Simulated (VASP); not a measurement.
# Sr (Fm-3m) in VASP: further runs

Sr is run at these levels: PBE; tasks: single point.

Everything below comes from runs of VASP 6.6.1. Logs are shortened: lines on timing, memory, paths and dates and some standing lists are left out, and cuts for length are marked.

### 1 The cell of the first run

The structure is cubic, space group Fm-3m (No. 225). Conventional cell: a = 5.831 Å, b = 5.831 Å, c = 5.831 Å, α = 90.00°, β = 90.00°, γ = 90.00°. Sr (site symmetry m-3m) has 12 Sr at 4.12 Å within 5.4 Å.

### 2 Single point, PBE

The input, INCAR:

```
SYSTEM = Sr
PREC     = Accurate       ! precision mode
ENCUT    = 500            ! plane-wave cutoff, eV
EDIFF    = 1E-6           ! SCF threshold, eV
ISMEAR   = -1             ! smearing method
SIGMA    = 0.05           ! smearing width, eV
LREAL    = .False.        ! projectors in reciprocal space
LASPH    = .True.         ! aspherical terms in the spheres
NELM     = 120            ! most SCF steps
ALGO     = Normal         ! electronic algorithm
ISIF     = 2              ! what is computed and relaxed
LWAVE    = .False.        ! write WAVECAR
LCHARG   = .False.        ! write CHGCAR
GGA      = PE             ! functional
NBANDS   = 11             ! bands
GGA_COMPAT= .False.
```

The input, KPOINTS:

```
regular mesh
0
Gamma
  7 7 7
  0 0 0
```

The input, POSCAR:

```
Sr
1.0
    0.0000000000      2.9154352404      2.9154352404
    2.9154352404      0.0000000000      2.9154352404
    2.9154352404      2.9154352404      0.0000000000
Sr
1
Direct
    0.0000000000      0.0000000000      0.0000000000
```

Potentials or basis: VASP PAW PBE potentials, release 64 (Sr_sv).

Run with:

```console
> cat potpaw_PBE.64/Sr_sv/POTCAR > POTCAR
> mpirun -np 1 vasp_std > vasp.out
```

OUTCAR:

```text
SYSTEM = Sr
   PREC = Accurate
   ENCUT = 500
   EDIFF = 1E-6
   ISMEAR = -1
   LREAL = .False.
   LASPH = .True.
   NELM = 120
   ISIF = 2
   GGA = PE

 ion  position               nearest neighbor table
   1  0.000  0.000  0.000-

  LATTYP: Found a face centered cubic cell.
 ALAT       =     5.8308704808

  Lattice vectors:

 A1 = (   0.0000000000,   2.9154352404,   2.9154352404)
 A2 = (   2.9154352404,   0.0000000000,   2.9154352404)
 A3 = (   2.9154352404,   2.9154352404,   0.0000000000)

Analysis of symmetry for initial positions (statically):
=====================================================================
 Subroutine PRICEL returns:
 Original cell was already a primitive cell.

 Routine SETGRP: Setting up the symmetry group for a
 face centered cubic supercell.

 Subroutine GETGRP returns: Found 48 space group operations
 (whereof 48 operations were pure point group operations)
 out of a pool of 48 trial point group operations.

The static configuration has the point symmetry O_h .

Analysis of symmetry for dynamics (positions and initial velocities):
=====================================================================
 Subroutine PRICEL returns:
 Original cell was already a primitive cell.

 Routine SETGRP: Setting up the symmetry group for a
 face centered cubic supercell.

 Subroutine GETGRP returns: Found 48 space group operations
 (whereof 48 operations were pure point group operations)
 out of a pool of 48 trial point group operations.

The dynamic configuration has the point symmetry O_h .

 Subroutine INISYM returns: Found 48 space group operations
 (whereof 48 operations are pure point group operations),
 and found     1 'primitive' translations

----------------------------------------------------------------------------------------

                                     Primitive cell

  volume of cell :      49.5610

  direct lattice vectors                    reciprocal lattice vectors
     0.000000000  2.915435240  2.915435240    -0.171500980  0.171500980  0.171500980
     2.915435240  0.000000000  2.915435240     0.171500980 -0.171500980  0.171500980
     2.915435240  2.915435240  0.000000000     0.171500980  0.171500980 -0.171500980

  length of vectors
     4.123048057  4.123048057  4.123048057     0.297048410  0.297048410  0.297048410

  position of ions in fractional coordinates (direct lattice)
     0.000000000  0.000000000  0.000000000

  ion indices of the primitive-cell ions
   primitive index   ion index
                 1           1

----------------------------------------------------------------------------------------

 KPOINTS: regular mesh

Automatic generation of k-mesh.
 Grid dimensions read from file:
 generate k-points for:    7    7    7

 Generating k-lattice:

  Cartesian coordinates                     Fractional coordinates (reciprocal lattice)
    -0.024500140  0.024500140  0.024500140     0.142857143  0.000000000  0.000000000
     0.024500140 -0.024500140  0.024500140     0.000000000  0.142857143  0.000000000
     0.024500140  0.024500140 -0.024500140     0.000000000  0.000000000  0.142857143

  Length of vectors
     0.042435487  0.042435487  0.042435487

  Shift w.r.t. Gamma in fractional coordinates (k-lattice)
     0.000000000  0.000000000  0.000000000

 Subroutine IBZKPT returns following result:
 ===========================================

 Found     20 irreducible k-points:

 Following reciprocal coordinates:
            Coordinates               Weight
  0.000000  0.000000  0.000000      1.000000
  0.142857  0.000000  0.000000      8.000000
  0.285714  0.000000  0.000000      8.000000
  0.428571  0.000000  0.000000      8.000000
  0.142857  0.142857  0.000000      6.000000
  0.285714  0.142857  0.000000     24.000000
[... 12 lines left out ...]
 -0.428571  0.428571  0.142857     24.000000
 -0.285714  0.428571  0.142857     24.000000
   k-points           NKPTS =     20   k-points in BZ     NKDIM =     20   number of bands    NBANDS=     11
   number of dos      NEDOS =    301   number of ions     NIONS =      1
   total plane-waves  NPLWV =  27000
   dimension x,y,z NGX =    30 NGY =   30 NGZ =   30
   dimension x,y,z NGXF=    60 NGYF=   60 NGZF=   60
   ions per type =               1
   NGX,Y,Z   is equivalent  to a cutoff of  12.10, 12.10, 12.10 a.u.
   NGXF,Y,Z  is equivalent  to a cutoff of  24.19, 24.19, 24.19 a.u.
 SYSTEM =  Sr
   PREC   = accura    normal or accurate (medium, high low for compatibility)
   ISTART =      0    job   : 0-new  1-cont  2-samecut
   ICHARG =      2    charge: 1-file 2-atom 10-const
   ISPIN  =      1    spin polarized calculation?
   LNONCOLLINEAR =      F non collinear calculations
   LSORBIT =      F    spin-orbit coupling
   LASPH  =      T    aspherical Exc in radial PAW
   ENCUT  =  500.0 eV  36.75 Ry    6.06 a.u.   7.52  7.52  7.52*2*pi/ulx,y,z
   NELM   =    120;   NELMIN=  2; NELMDL= -5     # of ELM steps
   EDIFF  = 0.1E-05   stopping-criterion for ELM
   LREAL  =      F    real-space projection
   EDIFFG = 0.1E-04   stopping-criterion for IOM
   NSW    =      0    number of steps for IOM
   IBRION =     -1    ionic relax: 0-MD 1-quasi-New 2-CG
   NFREE  =      0    steps in history (QN), initial steepest desc. (CG)
   ISIF   =      2    stress and relaxation
   ISYM   =      2    0-nonsym 1-usesym 2-fastsym
   POTIM  = 0.5000    time-step for ionic-motion
   TEBEG  =    0.0;   TEEND  =   0.0 temperature during run
   PSTRESS=    0.0 pullay stress
   NELECT =      10.0000    total number of electrons
   NUPDOWN=      -1.0000    fix difference up-down
   EMIN   =  10.00;   EMAX   =-10.00  energy-range for DOS
   EFERMI =   0.00;   METHOD = LEGACY
   ISMEAR =    -1;   SIGMA  =   0.05  broadening in eV -4-tet -1-fermi 0-gaus
   EFERMI_NEDOS =   21; number of points for ismear=-14 and -15
   IALGO  =     38    algorithm
   IMIX   =      4    mixing-type and parameters
     AMIX     =   0.40;   BMIX     =  1.00
     AMIX_MAG =   1.60;   BMIX_MAG =  1.00
  volume/ion in A,a.u.               =      49.56       334.45
  Fermi-wavevector in a.u.,A,eV,Ry     =   0.960199  1.814514 12.544339  0.921983
  Thomas-Fermi vector in A             =   2.089463
   LORBIT       =      0    0 simple, 1 ext, 2 COOP (PROOUT), +10 PAW based schemes
   GGA     = PE    functional components
   LHFCALC =     F    Hartree Fock is set to
   AEXX    =    0.0000 exact exchange contribution
   IVDW    =     0    specifies the selected vdW correction
   LEPSILON=     F    determine dielectric tensor
   LRPA    =     F    only Hartree local field effects (RPA)
 non-spin polarized calculation
  energy-cutoff  :      500.00
  volume of cell :       49.56
 maximum number of plane-waves:      1275
 NGX is ok and might be reduce to    30
   NGX = 15   NGY = 15   NGZ = 15

 number of electron      10.0000000 magnetization

 Free energy of the ion-electron system (eV)
  ---------------------------------------------------
  ext. energy  EPLUGINS =         0.00000000
  ---------------------------------------------------
  free energy    TOTEN  =        -1.62419697 eV

  energy without entropy =       -1.61407804  energy(sigma->0) =       -1.61913750

 E-fermi :   1.9896     XC(G=0):  -7.6716

 val. band max:        1.9440737478   @ k =  -0.2857   0.4286   0.1429
 cond. band min:       2.0501803418   @ k =  -0.4286   0.2857   0.0000
 fundamental gap:      0.1061065941
 Fermi energy:         1.9895729777

 k-point     1 :       0.0000    0.0000    0.0000
  band No.  band energies     occupation
      1     -34.4674      2.00000
      2     -16.3319      2.00000
      3     -16.3319      2.00000
      4     -16.3319      2.00000
      5      -1.8452      2.00000
      6       4.4093      0.00000
      7       4.4093      0.00000
      8       4.4093      0.00000
      9       6.0483      0.00000
     10       6.0483      0.00000
     11       9.3876      0.00000

 k-point     2 :       0.1429    0.0000    0.0000
  band No.  band energies     occupation
      1     -34.4631      2.00000
      2     -16.3868      2.00000
      3     -16.3391      2.00000
      4     -16.3391      2.00000
      5      -1.4876      2.00000
      6       3.9108      0.00000
      7       4.5545      0.00000
      8       4.5545      0.00000
      9       5.8689      0.00000
     10       5.8689      0.00000
     11      10.0592      0.00000

 k-point     3 :       0.2857    0.0000    0.0000
  band No.  band energies     occupation
      1     -34.4535      2.00000
      2     -16.5072      2.00000
      3     -16.3551      2.00000
      4     -16.3551      2.00000
      5      -0.5397      2.00000
      6       3.0469      0.00000
      7       4.5194      0.00000
      8       4.5194      0.00000
      9       6.1486      0.00000
     10       6.1486      0.00000
     11       8.9308      0.00000

 k-point     4 :       0.4286    0.0000    0.0000
  band No.  band energies     occupation
      1     -34.4458      2.00000
      2     -16.6009      2.00000
      3     -16.3678      2.00000
      4     -16.3678      2.00000
      5       0.5472      2.00000
      6       2.3260      0.00239
      7       4.2685      0.00000
      8       4.2685      0.00000
      9       7.0260      0.00000
     10       7.0260      0.00000
     11       8.2994      0.00000
[... 183 lines left out ...]
 k-point    18 :      -0.4286    0.2857    0.1429
  band No.  band energies     occupation
      1     -34.4409      2.00000
      2     -16.5596      2.00000
      3     -16.4555      2.00000
      4     -16.3967      2.00000
      5       1.3289      2.00000
      6       2.3161      0.00291
      7       3.1531      0.00000
      8       4.9171      0.00000
      9       6.4904      0.00000
     10       7.4365      0.00000
     11       8.1274      0.00000

 k-point    19 :      -0.4286    0.4286    0.1429
  band No.  band energies     occupation
      1     -34.4384      2.00000
      2     -16.5625      2.00000
      3     -16.4592      2.00000
      4     -16.4270      2.00000
      5       1.4221      1.99998
      6       2.4128      0.00042
      7       2.9654      0.00000
      8       5.4020      0.00000
      9       6.8923      0.00000
     10       7.6163      0.00000
     11       8.1419      0.00000

 k-point    20 :      -0.2857    0.4286    0.1429
  band No.  band energies     occupation
      1     -34.4377      2.00000
      2     -16.5272      2.00000
      3     -16.5102      2.00000
      4     -16.4225      2.00000
      5       1.9441      1.42599
      6       2.3581      0.00126
      7       2.7702      0.00000
      8       4.7971      0.00000
      9       7.0971      0.00000
     10       7.1031      0.00000
     11       8.5340      0.00000

------------------------ aborting loop because EDIFF is reached ----------------------------------------

  FORCE on cell =-STRESS in cart. coord.  units (eV):
  Direction    XX          YY          ZZ          XY          YZ          ZX
  --------------------------------------------------------------------------------------
  -------------------------------------------------------------------------------------
  Total        0.4251712      0.4251712      0.4251712     -0.0000000      0.0000000     -0.0000000
  in kB       13.7446673     13.7446673     13.7446673     -0.0000000      0.0000000     -0.0000000
  external PRESSURE =      13.7446673 kB  Pullay stress =       0.0000000 kB

 VOLUME and BASIS-vectors are now :
 -----------------------------------------------------------------------------
  energy-cutoff  :      500.00
  volume of cell :       49.56
      direct lattice vectors                 reciprocal lattice vectors
     0.000000000  2.915435240  2.915435240    -0.171500980  0.171500980  0.171500980
     2.915435240  0.000000000  2.915435240     0.171500980 -0.171500980  0.171500980
     2.915435240  2.915435240  0.000000000     0.171500980  0.171500980 -0.171500980

 POSITION                                       TOTAL-FORCE (eV/Angst)
 -----------------------------------------------------------------------------------
      0.00000      0.00000      0.00000         0.000000      0.000000      0.000000
 -----------------------------------------------------------------------------------
    total drift:                               -0.000000     -0.000000      0.000000

  FREE ENERGIE OF THE ION-ELECTRON SYSTEM (eV)
  ---------------------------------------------------
  free  energy   TOTEN  =        -1.6241969652 eV

  energy  without entropy=       -1.6140780432  energy(sigma->0) =       -1.61913750
```

Wall time 4.6 s (1 thread of Intel Xeon 6975P-C (Granite Rapids), shared host); peak memory 0.16 GiB.

What came out:

```
Free energy            : -1.6242 eV
Pressure               : 1.4 GPa
Band gap on the k mesh : 0.11 eV, indirect (least direct gap 0.32 eV)
```

[end of part 1 of 2]
